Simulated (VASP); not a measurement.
# Ti (Fm-3m) in VASP: notebook

Runs on Ti. Level: PBE. Tasks: single point, relaxation of cell and atoms.

All numbers are computed with VASP 6.6.1; they aren't measurements. Logs are shortened: lines on timing, memory, paths and dates and some standing lists are left out, and cuts for length are marked.

## (1) The cell of the first run

The structure is cubic, space group Fm-3m (No. 225). Conventional cell: a = 4.125 Å, b = 4.125 Å, c = 4.125 Å, α = 90.00°, β = 90.00°, γ = 90.00°. Within 3.8 Å of Ti (site symmetry m-3m) lie 12 Ti at 2.92 Å.

This isn't the form of Ti at room conditions, which is hcp.

## (2) Single point, PBE

File INCAR:

```
SYSTEM = Ti
PREC = Accurate
ENCUT = 520
EDIFF = 1E-7
ISMEAR = -1
SIGMA = 0.05
LREAL = .False.
LASPH = .True.
NELM = 60
ALGO = Normal
ISIF = 2
LWAVE = .False.
LCHARG = .False.
GGA = PE
NBANDS = 12
```

File KPOINTS:

```
regular mesh
0
Gamma
  16 16 16
  0 0 0
```

File POSCAR:

```
Ti
1.0
    0.0000000000      2.0623568063      2.0623568063
    2.0623568063      0.0000000000      2.0623568063
    2.0623568063      2.0623568063      0.0000000000
Ti
1
Direct
    0.0000000000      0.0000000000      0.0000000000
```

Potentials or basis: VASP PAW PBE potentials, release 64 (Ti_sv).

Run with:

```
$ cat potpaw_PBE.64/Ti_sv/POTCAR > POTCAR
$ mpirun -np 1 vasp_std > vasp.out
```

OUTCAR:

```text
SYSTEM = Ti
   PREC = Accurate
   ENCUT = 520
   EDIFF = 1E-7
   ISMEAR = -1
   LREAL = .False.
   LASPH = .True.
   NELM = 60
   ISIF = 2
   GGA = PE

 ion  position               nearest neighbor table
   1  0.000  0.000  0.000-

  LATTYP: Found a face centered cubic cell.
 ALAT       =     4.1247136126

  Lattice vectors:

 A1 = (   0.0000000000,   2.0623568063,   2.0623568063)
 A2 = (   2.0623568063,   0.0000000000,   2.0623568063)
 A3 = (   2.0623568063,   2.0623568063,   0.0000000000)

Analysis of symmetry for initial positions (statically):
=====================================================================
 Subroutine PRICEL returns:
 Original cell was already a primitive cell.

 Routine SETGRP: Setting up the symmetry group for a
 face centered cubic supercell.

 Subroutine GETGRP returns: Found 48 space group operations
 (whereof 48 operations were pure point group operations)
 out of a pool of 48 trial point group operations.

The static configuration has the point symmetry O_h .

Analysis of symmetry for dynamics (positions and initial velocities):
=====================================================================
 Subroutine PRICEL returns:
 Original cell was already a primitive cell.

 Routine SETGRP: Setting up the symmetry group for a
 face centered cubic supercell.

 Subroutine GETGRP returns: Found 48 space group operations
 (whereof 48 operations were pure point group operations)
 out of a pool of 48 trial point group operations.

The dynamic configuration has the point symmetry O_h .

 Subroutine INISYM returns: Found 48 space group operations
 (whereof 48 operations are pure point group operations),
 and found     1 'primitive' translations

----------------------------------------------------------------------------------------

                                     Primitive cell

  volume of cell :      17.5437

  direct lattice vectors                    reciprocal lattice vectors
     0.000000000  2.062356806  2.062356806    -0.242441074  0.242441074  0.242441074
     2.062356806  0.000000000  2.062356806     0.242441074 -0.242441074  0.242441074
     2.062356806  2.062356806  0.000000000     0.242441074  0.242441074 -0.242441074

  length of vectors
     2.916612966  2.916612966  2.916612966     0.419920259  0.419920259  0.419920259

  position of ions in fractional coordinates (direct lattice)
     0.000000000  0.000000000  0.000000000

  ion indices of the primitive-cell ions
   primitive index   ion index
                 1           1

[... 79 lines left out ...]
   POTIM  = 0.5000    time-step for ionic-motion
   TEBEG  =    0.0;   TEEND  =   0.0 temperature during run
   PSTRESS=    0.0 pullay stress
   NELECT =      12.0000    total number of electrons
   NUPDOWN=      -1.0000    fix difference up-down
   EMIN   =  10.00;   EMAX   =-10.00  energy-range for DOS
   EFERMI =   0.00;   METHOD = LEGACY
   ISMEAR =    -1;   SIGMA  =   0.05  broadening in eV -4-tet -1-fermi 0-gaus
   EFERMI_NEDOS =   21; number of points for ismear=-14 and -15
   IALGO  =     38    algorithm
   IMIX   =      4    mixing-type and parameters
     AMIX     =   0.40;   BMIX     =  1.00
     AMIX_MAG =   1.60;   BMIX_MAG =  1.00
  volume/ion in A,a.u.               =      17.54       118.39
  Fermi-wavevector in a.u.,A,eV,Ry     =   1.442430  2.725798 28.308344  2.080605
  Thomas-Fermi vector in A             =   2.560951
   LORBIT       =      0    0 simple, 1 ext, 2 COOP (PROOUT), +10 PAW based schemes
   GGA     = PE    functional components
   LHFCALC =     F    Hartree Fock is set to
   AEXX    =    0.0000 exact exchange contribution
   IVDW    =     0    specifies the selected vdW correction
   LEPSILON=     F    determine dielectric tensor
   LRPA    =     F    only Hartree local field effects (RPA)
 non-spin polarized calculation
  energy-cutoff  :      520.00
  volume of cell :       17.54
 maximum number of plane-waves:       495
 NGX is ok and might be reduce to    24
   NGX = 11   NGY = 11   NGZ = 11

 number of electron      12.0000001 magnetization

 Free energy of the ion-electron system (eV)
  ---------------------------------------------------
  ext. energy  EPLUGINS =         0.00000000
  ---------------------------------------------------
  free energy    TOTEN  =        -7.78401068 eV

  energy without entropy =       -7.76901332  energy(sigma->0) =       -7.77651200

 E-fermi :   8.1098     XC(G=0): -11.4518

 val. band max:        8.0902771579   @ k =   0.3125   0.0000   0.0000
 cond. band min:       8.1136351072   @ k =  -0.2500   0.2500   0.0000
 fundamental gap:      0.0233579493
 Fermi energy:         8.1097664663

 k-point     1 :       0.0000    0.0000    0.0000
  band No.  band energies     occupation
      1     -48.6156      2.00000
      2     -24.4862      2.00000
      3     -24.4862      2.00000
      4     -24.4862      2.00000
      5       2.0420      2.00000
      6       8.9812      0.00000
      7       8.9812      0.00000
      8       8.9812      0.00000
      9      10.5895      0.00000
     10      10.5895      0.00000
     11      23.3042      0.00000
     12      27.7310      0.00000
[... 331 lines left out ...]
 k-point    24 :      -0.0625    0.0625    0.0000
  band No.  band energies     occupation
      1     -48.6041      2.00000
      2     -24.5474      2.00000
      3     -24.5040      2.00000
      4     -24.4905      2.00000
      5       2.3727      2.00000
      6       8.7750      0.00000
      7       9.0938      0.00000
      8       9.1079      0.00000
      9      10.4386      0.00000
     10      10.5996      0.00000
     11      23.5270      0.00000
     12      25.8197      0.00000

 [... further k-points ...]

------------------------ aborting loop because EDIFF is reached ----------------------------------------

  FORCE on cell =-STRESS in cart. coord.  units (eV):
  Direction    XX          YY          ZZ          XY          YZ          ZX
  --------------------------------------------------------------------------------------
  -------------------------------------------------------------------------------------
  Total       -0.1279782     -0.1279782     -0.1279782      0.0000000      0.0000000     -0.0000000
  in kB      -11.6875920    -11.6875920    -11.6875920      0.0000000      0.0000000     -0.0000000
  external PRESSURE =     -11.6875920 kB  Pullay stress =       0.0000000 kB

 VOLUME and BASIS-vectors are now :
 -----------------------------------------------------------------------------
  energy-cutoff  :      520.00
  volume of cell :       17.54
      direct lattice vectors                 reciprocal lattice vectors
     0.000000000  2.062356806  2.062356806    -0.242441074  0.242441074  0.242441074
     2.062356806  0.000000000  2.062356806     0.242441074 -0.242441074  0.242441074
     2.062356806  2.062356806  0.000000000     0.242441074  0.242441074 -0.242441074

 POSITION                                       TOTAL-FORCE (eV/Angst)
 -----------------------------------------------------------------------------------
      0.00000      0.00000      0.00000         0.000000      0.000000      0.000000
 -----------------------------------------------------------------------------------
    total drift:                                0.000000      0.000000     -0.000000

  FREE ENERGIE OF THE ION-ELECTRON SYSTEM (eV)
  ---------------------------------------------------
  free  energy   TOTEN  =        -7.7840106759 eV

  energy  without entropy=       -7.7690133183  energy(sigma->0) =       -7.77651200
```

OSZICAR:

```text
N       E                     dE             d eps       ncg     rms          rms(c)
DAV:   1     0.862146772266E+02    0.86215E+02   -0.65891E+03  3504   0.121E+03
DAV:   2    -0.443978638158E+01   -0.90654E+02   -0.88265E+02  3532   0.295E+02
DAV:   3    -0.872155891629E+01   -0.42818E+01   -0.42311E+01  4848   0.651E+01
DAV:   4    -0.881776732653E+01   -0.96208E-01   -0.96062E-01  3936   0.859E+00
DAV:   5    -0.882006112093E+01   -0.22938E-02   -0.22937E-02  4176   0.120E+00    0.824E+00
DAV:   6    -0.779047088912E+01    0.10296E+01   -0.21120E+00  3784   0.216E+01    0.215E+00
DAV:   7    -0.777503960610E+01    0.15431E-01   -0.10211E-01  4280   0.372E+00    0.127E+00
DAV:   8    -0.778377356483E+01   -0.87340E-02   -0.37471E-02  3640   0.253E+00    0.184E-01
DAV:   9    -0.778401143581E+01   -0.23787E-03   -0.46238E-03  4460   0.806E-01    0.862E-02
DAV:  10    -0.778403432279E+01   -0.22887E-04   -0.25519E-04  3684   0.194E-01    0.233E-02
DAV:  11    -0.778401165531E+01    0.22667E-04   -0.19772E-05  4212   0.564E-02    0.117E-02
DAV:  12    -0.778401033240E+01    0.13229E-05   -0.32301E-06  3792   0.243E-02    0.112E-03
DAV:  13    -0.778401075387E+01   -0.42147E-06   -0.26952E-07  4352   0.428E-03    0.143E-03
DAV:  14    -0.778401067588E+01    0.77996E-07   -0.32050E-08  2140   0.229E-03
   1 F= -.77840107E+01 E0= -.77765120E+01  d E =-.149974E-01
```

Run time: 52 s. Hardware: 1 thread of Intel Xeon 8259CL, shared host; peak memory 0.16 GiB.

What came out:

```
Free energy            : -7.7840 eV
Pressure               : -1.2 GPa
Band gap on the k mesh : zero (bands 6 and 7 overlap by 1.25 eV)
```

## (3) Single point, PBE

File INCAR:

```
  PREC = Accurate
  ENCUT = 520
  EDIFF = 1E-7
  ISMEAR = -1
  SIGMA = 0.05
  LREAL = F
  LASPH = T
  NELM = 100
  ALGO = Normal
  ISIF = 2
  LWAVE = F
  LCHARG = T
  GGA = PE
  LELF = T
  LVHAR = T
  NBANDS = 12
```

File KPOINTS:

```
regular mesh
0
Gamma
  16 16 16
```

POSCAR is that of step 2.

Potentials or basis: VASP PAW PBE potentials, release 64 (Ti_sv).

Run with:

```
$ cat potpaw_PBE.64/Ti_sv/POTCAR > POTCAR
$ mpirun -np 1 vasp_std > vasp.out
```

Run time: 51 s. Hardware: 1 thread of Intel Xeon 8259CL, shared host; peak memory 0.16 GiB.

The run converged. Its results:

| Quantity | Value |
| --- | --- |
| Free energy | -7.7840 eV |
| Pressure | -1.2 GPa |
| Band gap on the k mesh | zero (bands 6 and 7 overlap by 1.25 eV) |

Levels at points of the mesh, in eV from the Fermi level:
| k point | band 4 | band 5 | band 6 | band 7 | band 8 | band 9 |
| --- | --- | --- | --- | --- | --- | --- |
| (0.00, 0.00, 0.00) | -32.60 | -6.07 | 0.87 | 0.87 | 0.87 | 2.48 |
| (0.50, 0.00, 0.00) | -32.68 | -2.56 | 0.61 | 0.76 | 0.76 | 3.53 |
| (0.50, 0.50, 0.00) | -32.82 | -2.53 | -1.68 | 2.80 | 3.53 | 3.80 |

## (4) Single point, PBE

This run uses another cell than the first one, of 17.39 Å³/atom.

File INCAR:

```
SYSTEM = Ti
  PREC = Accurate
  ENCUT = 520
  EDIFF = 1E-7
  ISMEAR = -1
  SIGMA = 0.05
  LREAL = .FALSE.
  LASPH = .TRUE.
  NELM = 80
  ALGO = Normal
  ISIF = 2
  LWAVE = .FALSE.
  LCHARG = .FALSE.
  GGA = PE
  NBANDS = 12
```

File KPOINTS:

```
regular mesh
0
G
  17 17 17
  0 0 0
```

File POSCAR:

```
Ti
1.0
    0.0000000000      2.0562066004      2.0562066004
    2.0562066004      0.0000000000      2.0562066004
    2.0562066004      2.0562066004      0.0000000000
Ti
1
Direct
    0.0000000000      0.0000000000      0.0000000000
```

Potentials or basis: VASP PAW PBE potentials, release 64 (Ti_sv).

Run with:

```
$ cat potpaw_PBE.64/Ti_sv/POTCAR > POTCAR
$ mpirun -np 1 vasp_std > vasp.out
```

OUTCAR:

```text
SYSTEM = Ti
   PREC = Accurate
   ENCUT = 520
   EDIFF = 1E-7
   ISMEAR = -1
   LREAL = .FALSE.
   LASPH = .TRUE.
   NELM = 80
   ISIF = 2
   GGA = PE

 ion  position               nearest neighbor table
   1  0.000  0.000  0.000-

  LATTYP: Found a face centered cubic cell.
 ALAT       =     4.1124132008

  Lattice vectors:

 A1 = (   0.0000000000,   2.0562066004,   2.0562066004)
 A2 = (   2.0562066004,   0.0000000000,   2.0562066004)
 A3 = (   2.0562066004,   2.0562066004,   0.0000000000)

Analysis of symmetry for initial positions (statically):
=====================================================================
 Subroutine PRICEL returns:
 Original cell was already a primitive cell.

 Routine SETGRP: Setting up the symmetry group for a
 face centered cubic supercell.

 Subroutine GETGRP returns: Found 48 space group operations
 (whereof 48 operations were pure point group operations)
 out of a pool of 48 trial point group operations.

The static configuration has the point symmetry O_h .

Analysis of symmetry for dynamics (positions and initial velocities):
[... 166 lines left out ...]
      1     -48.5041      2.00000
      2     -24.3647      2.00000
      3     -24.3647      2.00000
      4     -24.3647      2.00000
      5       2.1149      2.00000
      6       9.0824      0.00000
      7       9.0824      0.00000
      8       9.0824      0.00000
      9      10.7107      0.00000
     10      10.7107      0.00000
     11      23.4486      0.00000
     12      27.9194      0.00000
[... 331 lines left out ...]
 k-point    24 :      -0.1176    0.0588    0.0000
  band No.  band energies     occupation
      1     -48.4799      2.00000
      2     -24.4944      2.00000
      3     -24.3975      2.00000
      4     -24.3754      2.00000
      5       2.8022      2.00000
      6       8.6835      0.00016
      7       9.2967      0.00000
      8       9.3085      0.00000
      9      10.4491      0.00000
     10      10.7463      0.00000
     11      23.6831      0.00000
     12      24.8401      0.00000

 [... further k-points ...]

------------------------ aborting loop because EDIFF is reached ----------------------------------------

  FORCE on cell =-STRESS in cart. coord.  units (eV):
  Direction    XX          YY          ZZ          XY          YZ          ZX
  --------------------------------------------------------------------------------------
  -------------------------------------------------------------------------------------
  Total       -0.0291875     -0.0291875     -0.0291875      0.0000000      0.0000000      0.0000000
  in kB       -2.6895321     -2.6895321     -2.6895321      0.0000000      0.0000000      0.0000000
  external PRESSURE =      -2.6895321 kB  Pullay stress =       0.0000000 kB

 VOLUME and BASIS-vectors are now :
 -----------------------------------------------------------------------------
  energy-cutoff  :      520.00
  volume of cell :       17.39
      direct lattice vectors                 reciprocal lattice vectors
     0.000000000  2.056206600  2.056206600    -0.243166227  0.243166227  0.243166227
     2.056206600  0.000000000  2.056206600     0.243166227 -0.243166227  0.243166227
     2.056206600  2.056206600  0.000000000     0.243166227  0.243166227 -0.243166227

 POSITION                                       TOTAL-FORCE (eV/Angst)
 -----------------------------------------------------------------------------------
      0.00000      0.00000      0.00000         0.000000      0.000000      0.000000
 -----------------------------------------------------------------------------------
    total drift:                               -0.000000      0.000000      0.000000

  FREE ENERGIE OF THE ION-ELECTRON SYSTEM (eV)
  ---------------------------------------------------
  free  energy   TOTEN  =        -7.7850193063 eV

  energy  without entropy=       -7.7707144532  energy(sigma->0) =       -7.77786688
```

OSZICAR:

```text
N       E                     dE             d eps       ncg     rms          rms(c)
DAV:   1     0.867660600105E+02    0.86766E+02   -0.66045E+03  3984   0.120E+03
DAV:   2    -0.430853314992E+01   -0.91075E+02   -0.88676E+02  4020   0.298E+02
DAV:   3    -0.870517003172E+01   -0.43966E+01   -0.43518E+01  5620   0.659E+01
DAV:   4    -0.880365432645E+01   -0.98484E-01   -0.98412E-01  4424   0.857E+00
DAV:   5    -0.880601160221E+01   -0.23573E-02   -0.23572E-02  4788   0.119E+00    0.830E+00
DAV:   6    -0.779051335200E+01    0.10155E+01   -0.20819E+00  4300   0.215E+01    0.218E+00
DAV:   7    -0.777558776289E+01    0.14926E-01   -0.10298E-01  4848   0.375E+00    0.128E+00
DAV:   8    -0.778478928554E+01   -0.92015E-02   -0.37970E-02  4128   0.254E+00    0.188E-01
DAV:   9    -0.778501863282E+01   -0.22935E-03   -0.47343E-03  5060   0.817E-01    0.877E-02
DAV:  10    -0.778504318432E+01   -0.24551E-04   -0.25346E-04  4244   0.194E-01    0.248E-02
DAV:  11    -0.778502021937E+01    0.22965E-04   -0.20826E-05  4768   0.570E-02    0.115E-02
DAV:  12    -0.778501892666E+01    0.12927E-05   -0.30659E-06  4348   0.238E-02    0.126E-03
DAV:  13    -0.778501938110E+01   -0.45444E-06   -0.27986E-07  4868   0.436E-03    0.142E-03
DAV:  14    -0.778501930626E+01    0.74839E-07   -0.30731E-08  2340   0.219E-03
   1 F= -.77850193E+01 E0= -.77778669E+01  d E =-.143049E-01
```

Run time: 56 s. Hardware: 1 thread of Intel Xeon 8259CL, shared host; peak memory 0.16 GiB.

What came out:

```
Free energy            : -7.7850 eV
Pressure               : -0.3 GPa
Band gap on the k mesh : zero (bands 6 and 7 overlap by 1.35 eV)
```

[end of part 1 of 2]
